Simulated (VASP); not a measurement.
# Ge (Imma) in VASP: single point with PBEsol

Aim: the single point of Ge with PBEsol.

Everything below comes from runs of VASP 6.6.1. Logs are shortened: lines on timing, memory, paths and dates and some standing lists are left out, and cuts for length are marked.

### 1 The cell of the first run

Symmetry: Imma, No. 74, orthorhombic system. Conventional cell: a = 5.126 Å, b = 5.126 Å, c = 2.793 Å, α = 90.00°, β = 90.00°, γ = 90.00°. Within 3.4 Å of Ge (site symmetry mm2) lie 8 Ge at 2.58 to 3.05 Å.

### 2 Single point, PBEsol (atoms displaced along a vibrational mode)

Input file INCAR:

```
SYSTEM = Ge
PREC = Accurate
ENCUT = 520
EDIFF = 1E-7
ISMEAR = 0
SIGMA = 0.15
LREAL = .False.
LASPH = .True.
NELM = 80
ALGO = Normal
ISIF = 2
LWAVE = .False.
LCHARG = .False.
GGA = PS
NBANDS = 21
```

Input file KPOINTS:

```
regular mesh
0
Gamma
  24 24 24
  0 0 0
```

Input file POSCAR:

```
Ge
1.0
   -2.5630127546      2.5630127546      1.3966622730
    2.5630127546     -2.5630127546      1.3966622730
    2.5630127546      2.5630127546     -1.3966622730
Ge
2
Direct
    0.1694508206      0.6694508206      0.5000000000
    0.5805491794      0.5805491794      0.0000000000
```

Potentials or basis: VASP PAW PBE potentials, release 64 (Ge_d).

Launch:

```console
> cat potpaw_PBE.64/Ge_d/POTCAR > POTCAR
> mpirun -np 1 vasp_std > vasp.out
```

OUTCAR:

```text
SYSTEM = Ge
   PREC = Accurate
   ENCUT = 520
   EDIFF = 1E-7
   ISMEAR = 0
   LREAL = .False.
   LASPH = .True.
   NELM = 80
   ISIF = 2
   GGA = PS

 ion  position               nearest neighbor table
   1  0.169  0.669  0.500-   2 2.58   2 2.58   2 2.81   2 2.81
   2  0.581  0.581  0.000-   1 2.58   1 2.58   1 2.81   1 2.81

  LATTYP: Found a body centered tetragonal cell.
 ALAT       =     5.1260255092
 C/A-ratio  =     0.5449298957

  Lattice vectors:

 A1 = (  -2.5630127546,   2.5630127546,   1.3966622730)
 A2 = (   2.5630127546,  -2.5630127546,   1.3966622730)
 A3 = (   2.5630127546,   2.5630127546,  -1.3966622730)

Analysis of symmetry for initial positions (statically):
=====================================================================
 Subroutine PRICEL returns:
 Original cell was already a primitive cell.

 Routine SETGRP: Setting up the symmetry group for a
 body centered tetragonal supercell.

 Subroutine GETGRP returns: Found  8 space group operations
 (whereof  4 operations were pure point group operations)
 out of a pool of 16 trial point group operations.

The static configuration has the point symmetry C_2v.
 The point group associated with its full space group is D_2h.

Analysis of symmetry for dynamics (positions and initial velocities):
=====================================================================
 Subroutine PRICEL returns:
 Original cell was already a primitive cell.

 Routine SETGRP: Setting up the symmetry group for a
 body centered tetragonal supercell.

 Subroutine GETGRP returns: Found  8 space group operations
 (whereof  4 operations were pure point group operations)
 out of a pool of 16 trial point group operations.

The dynamic configuration has the point symmetry C_2v.
 The point group associated with its full space group is D_2h.

 Subroutine INISYM returns: Found  8 space group operations
 (whereof  4 operations are pure point group operations),
 and found     1 'primitive' translations

----------------------------------------------------------------------------------------

                                     Primitive cell

  volume of cell :      36.6989

  direct lattice vectors                    reciprocal lattice vectors
    -2.563012755  2.563012755  1.396662273     0.000000000  0.195082915  0.357996353
     2.563012755 -2.563012755  1.396662273     0.195082915  0.000000000  0.357996353
     2.563012755  2.563012755 -1.396662273     0.195082915  0.195082915  0.000000000

  length of vectors
     3.884421999  3.884421999  3.884421999     0.407699316  0.407699316  0.275888905

  position of ions in fractional coordinates (direct lattice)
     0.169450821  0.669450821  0.500000000
     0.580549179  0.580549179  0.000000000

  ion indices of the primitive-cell ions
   primitive index   ion index
                 1           1
                 2           2

----------------------------------------------------------------------------------------

 KPOINTS: regular mesh

Automatic generation of k-mesh.
 Grid dimensions read from file:
 generate k-points for:   24   24   24

 Generating k-lattice:

  Cartesian coordinates                     Fractional coordinates (reciprocal lattice)
     0.000000000  0.008128455  0.014916515     0.041666667 -0.000000000  0.000000000
     0.008128455  0.000000000  0.014916515    -0.000000000  0.041666667  0.000000000
     0.008128455  0.008128455  0.000000000     0.000000000  0.000000000  0.041666667

  Length of vectors
     0.016987472  0.016987472  0.011495371

  Shift w.r.t. Gamma in fractional coordinates (k-lattice)
     0.000000000  0.000000000  0.000000000

 Subroutine IBZKPT returns following result:
 ===========================================

 Found   1963 irreducible k-points:

 Following reciprocal coordinates:
            Coordinates               Weight
  0.000000  0.000000  0.000000      1.000000
  0.041667  0.000000 -0.000000      4.000000
  0.041667  0.000000 -0.041667      4.000000
  0.083333 -0.000000  0.000000      4.000000
  0.083333 -0.000000 -0.083333      4.000000
  0.125000  0.000000 -0.000000      4.000000
[... 16 lines left out ...]
  0.458333  0.000000 -0.458333      4.000000
  0.500000  0.000000 -0.000000      2.000000
 [... further k-points ...]
   k-points           NKPTS =   1963   k-points in BZ     NKDIM =   1963   number of bands    NBANDS=     21
   number of dos      NEDOS =    301   number of ions     NIONS =      2
   total plane-waves  NPLWV =  27000
   dimension x,y,z NGX =    30 NGY =   30 NGZ =   30
   dimension x,y,z NGXF=    60 NGYF=   60 NGZF=   60
   ions per type =               2
   NGX,Y,Z   is equivalent  to a cutoff of  12.84, 12.84, 12.84 a.u.
   NGXF,Y,Z  is equivalent  to a cutoff of  25.68, 25.68, 25.68 a.u.
 SYSTEM =  Ge
   PREC   = accura    normal or accurate (medium, high low for compatibility)
   ISTART =      0    job   : 0-new  1-cont  2-samecut
   ICHARG =      2    charge: 1-file 2-atom 10-const
   ISPIN  =      1    spin polarized calculation?
   LNONCOLLINEAR =      F non collinear calculations
   LSORBIT =      F    spin-orbit coupling
   LASPH  =      T    aspherical Exc in radial PAW
   ENCUT  =  520.0 eV  38.22 Ry    6.18 a.u.   7.22  7.22  7.22*2*pi/ulx,y,z
   NELM   =     80;   NELMIN=  2; NELMDL= -5     # of ELM steps
   EDIFF  = 0.1E-06   stopping-criterion for ELM
   LREAL  =      F    real-space projection
   EDIFFG = 0.1E-05   stopping-criterion for IOM
   NSW    =      0    number of steps for IOM
   IBRION =     -1    ionic relax: 0-MD 1-quasi-New 2-CG
   NFREE  =      0    steps in history (QN), initial steepest desc. (CG)
   ISIF   =      2    stress and relaxation
   ISYM   =      2    0-nonsym 1-usesym 2-fastsym
   POTIM  = 0.5000    time-step for ionic-motion
   TEBEG  =    0.0;   TEEND  =   0.0 temperature during run
   PSTRESS=    0.0 pullay stress
   NELECT =      28.0000    total number of electrons
   NUPDOWN=      -1.0000    fix difference up-down
   EMIN   =  10.00;   EMAX   =-10.00  energy-range for DOS
   EFERMI =   0.00;   METHOD = LEGACY
   ISMEAR =     0;   SIGMA  =   0.15  broadening in eV -4-tet -1-fermi 0-gaus
   EFERMI_NEDOS =   21; number of points for ismear=-14 and -15
   IALGO  =     38    algorithm
   IMIX   =      4    mixing-type and parameters
     AMIX     =   0.40;   BMIX     =  1.00
     AMIX_MAG =   1.60;   BMIX_MAG =  1.00
  volume/ion in A,a.u.               =      18.35       123.83
  Fermi-wavevector in a.u.,A,eV,Ry     =   1.495925  2.826889 30.447010  2.237792
  Thomas-Fermi vector in A             =   2.608007
   LORBIT       =      0    0 simple, 1 ext, 2 COOP (PROOUT), +10 PAW based schemes
   GGA     = PS    functional components
   LHFCALC =     F    Hartree Fock is set to
   AEXX    =    0.0000 exact exchange contribution
   IVDW    =     0    specifies the selected vdW correction
   LEPSILON=     F    determine dielectric tensor
   LRPA    =     F    only Hartree local field effects (RPA)
 non-spin polarized calculation
 Gauss-broadening in eV      SIGMA  =   0.15
  energy-cutoff  :      520.00
  volume of cell :       36.70
 maximum number of plane-waves:      1006
 NGX is ok and might be reduce to    30
   NGX = 15   NGY = 15   NGZ = 15

 number of electron      28.0000018 magnetization

 Free energy of the ion-electron system (eV)
  ---------------------------------------------------
  ext. energy  EPLUGINS =         0.00000000
  ---------------------------------------------------
  free energy    TOTEN  =        -9.49290362 eV

  energy without entropy =       -9.48365916  energy(sigma->0) =       -9.48828139

 E-fermi :   6.7894     XC(G=0): -11.5197

 val. band max:        6.7854186478   @ k =   0.4583   0.3750   0.0417
 cond. band min:       6.7902076897   @ k =  -0.2083   0.3333   0.1667
 fundamental gap:      0.0047890418
 Fermi energy:         6.7894074108

 k-point     1 :       0.0000    0.0000    0.0000
  band No.  band energies     occupation
      1     -17.9607      2.00000
      2     -17.8500      2.00000
      3     -17.8499      2.00000
      4     -17.8499      2.00000
      5     -17.7912      2.00000
      6     -17.7665      2.00000
[... 13 lines left out ...]
     20      17.9511      0.00000
     21      19.5789      0.00000

 k-point     2 :       0.0417    0.0000   -0.0000
  band No.  band energies     occupation
      1     -17.9586      2.00000
      2     -17.8491      2.00000
      3     -17.8488      2.00000
      4     -17.8460      2.00000
      5     -17.7919      2.00000
      6     -17.7672      2.00000
[... 13 lines left out ...]
     20      18.1848      0.00000
     21      19.7680      0.00000

 k-point     3 :       0.0417    0.0000   -0.0417
  band No.  band energies     occupation
      1     -17.9595      2.00000
      2     -17.8491      2.00000
      3     -17.8490      2.00000
      4     -17.8460      2.00000
      5     -17.7914      2.00000
      6     -17.7677      2.00000
[... 13 lines left out ...]
     20      18.1086      0.00000
     21      19.6512      0.00000

 k-point     4 :       0.0833   -0.0000    0.0000
  band No.  band energies     occupation
      1     -17.9527      2.00000
      2     -17.8457      2.00000
      3     -17.8437      2.00000
      4     -17.8374      2.00000
      5     -17.7937      2.00000
      6     -17.7693      2.00000
[... 13 lines left out ...]
     20      18.4531      0.00000
     21      18.9565      0.00000

 k-point     5 :       0.0833   -0.0000   -0.0833
  band No.  band energies     occupation
      1     -17.9563      2.00000
      2     -17.8467      2.00000
      3     -17.8438      2.00000
      4     -17.8379      2.00000
      5     -17.7915      2.00000
      6     -17.7712      2.00000
[... 13 lines left out ...]
     20      18.2157      0.00000
     21      18.6445      0.00000
[... 382 lines left out ...]
     20      17.3308      0.00000
     21      18.6964      0.00000

 k-point    22 :       0.4583    0.0000    0.0000
  band No.  band energies     occupation
      1     -17.8194      2.00000
      2     -17.8122      2.00000
      3     -17.7985      2.00000
      4     -17.7876      2.00000
      5     -17.7698      2.00000
      6     -17.7571      2.00000
[... 13 lines left out ...]
     20      18.3069      0.00000
     21      18.5151      0.00000

 k-point    23 :       0.4583    0.0000   -0.4583
  band No.  band energies     occupation
      1     -17.9198      2.00000
      2     -17.8477      2.00000
      3     -17.8355      2.00000
      4     -17.8223      2.00000
      5     -17.7887      2.00000
      6     -17.7167      2.00000
[... 13 lines left out ...]
     20      18.5281      0.00000
     21      19.1360      0.00000

 k-point    24 :       0.5000    0.0000   -0.0000
  band No.  band energies     occupation
      1     -17.8111      2.00000
      2     -17.8098      2.00000
      3     -17.8028      2.00000
      4     -17.7954      2.00000
      5     -17.7676      2.00000
      6     -17.7525      2.00000
[... 13 lines left out ...]
     20      17.6755      0.00000
     21      19.5203      0.00000

 [... further k-points ...]

------------------------ aborting loop because EDIFF is reached ----------------------------------------

  FORCE on cell =-STRESS in cart. coord.  units (eV):
  Direction    XX          YY          ZZ          XY          YZ          ZX
  --------------------------------------------------------------------------------------
  -------------------------------------------------------------------------------------
  Total       -0.7749578      1.1190498     -0.1655768      0.0000000      0.0000000      0.0000000
  in kB      -33.8326270     48.8547825     -7.2286481      0.0000000      0.0000000      0.0000000
  external PRESSURE =       2.5978358 kB  Pullay stress =       0.0000000 kB

 VOLUME and BASIS-vectors are now :
 -----------------------------------------------------------------------------
  energy-cutoff  :      520.00
  volume of cell :       36.70
      direct lattice vectors                 reciprocal lattice vectors
    -2.563012755  2.563012755  1.396662273     0.000000000  0.195082915  0.357996353
     2.563012755 -2.563012755  1.396662273     0.195082915  0.000000000  0.357996353
     2.563012755  2.563012755 -1.396662273     0.195082915  0.195082915  0.000000000

 POSITION                                       TOTAL-FORCE (eV/Angst)
 -----------------------------------------------------------------------------------
      2.56301      0.00000      0.47333        -0.000000     -0.000000      0.134563
      0.00000      0.00000      1.62166         0.000000      0.000000     -0.134563
 -----------------------------------------------------------------------------------
    total drift:                               -0.000000     -0.000000      0.000000

  FREE ENERGIE OF THE ION-ELECTRON SYSTEM (eV)
  ---------------------------------------------------
  free  energy   TOTEN  =        -9.4929036155 eV

  energy  without entropy=       -9.4836591556  energy(sigma->0) =       -9.48828139
```

Run time: 10 min. Hardware: 1 thread of Intel Xeon 6975P-C (Granite Rapids), shared host; peak memory 1.1 GiB.

What came out:

```yaml
Free_energy: -9.4929 eV
Pressure: 0.3 GPa
Largest_force: 0.135 eV/Å
Band_gap_on_the_k_mesh: zero (bands 14 and 15 overlap by 5.63 eV)
```

Forces in eV/Å, atoms in the order of the input:
```
Ge   0.000  0.000  0.135
Ge   0.000  0.000 -0.135
```

Caveat: the cell differs from its parent crystal (atoms displaced along a vibrational mode); the stress differs along the axes, from -3 to 5 GPa; the PAW data sets were made with another functional, which shifts forces and pressure a little.
